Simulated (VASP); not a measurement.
A run of VASP 6.6.1 is set up as follows.

The input INCAR:

```
SYSTEM = InGaAs2
PREC = Accurate
ENCUT = 520
EDIFF = 1E-6
ISMEAR = 0
SIGMA = 0.15
LREAL = .FALSE.
LASPH = .TRUE.
NELM = 80
ALGO = Normal
ISIF = 2
LWAVE = .FALSE.
LCHARG = .TRUE.
GGA = PS
LELF = .TRUE.
LVHAR = .TRUE.
NBANDS = 26
```

File KPOINTS:

```
regular mesh
0
G
  12 12 8
  0 0 0
```

POSCAR

```
InGaAs2
1.0
    3.9369104442      0.0000000000      0.0000000000
    0.0000000000      3.9369104442      0.0000000000
    0.0000000000      0.0000000000      5.9039978333
In Ga As
1 1 2
Direct
    0.0000000000      0.0000000000      0.5000000000
    0.5000000000      0.5000000000      0.0000000000
    0.5000000000      0.0000000000      0.7697097067
    0.0000000000      0.5000000000      0.2302902933
```

Potentials or basis: VASP PAW PBE potentials, release 64 (In_d, Ga_d, As).

Launch:

```sh
$ cat potpaw_PBE.64/In_d/POTCAR potpaw_PBE.64/Ga_d/POTCAR potpaw_PBE.64/As/POTCAR > POTCAR
$ mpirun -np 1 vasp_std > vasp.out
```

(1) Predict the band gap on the k mesh.

(2) What does it give for the largest force?

(3) Estimate the pressure.

Answers

(1) 0.33 eV, direct.

(2) 0.085 eV/Å.

(3) 8.0 GPa.

Caveat: the cell differs from its parent crystal (strain -0.050 along x and y, +0.000 along z); the PAW data sets were made with another functional, which shifts forces and pressure a little; spin-orbit coupling is left out, which moves the levels of the heavy elements.
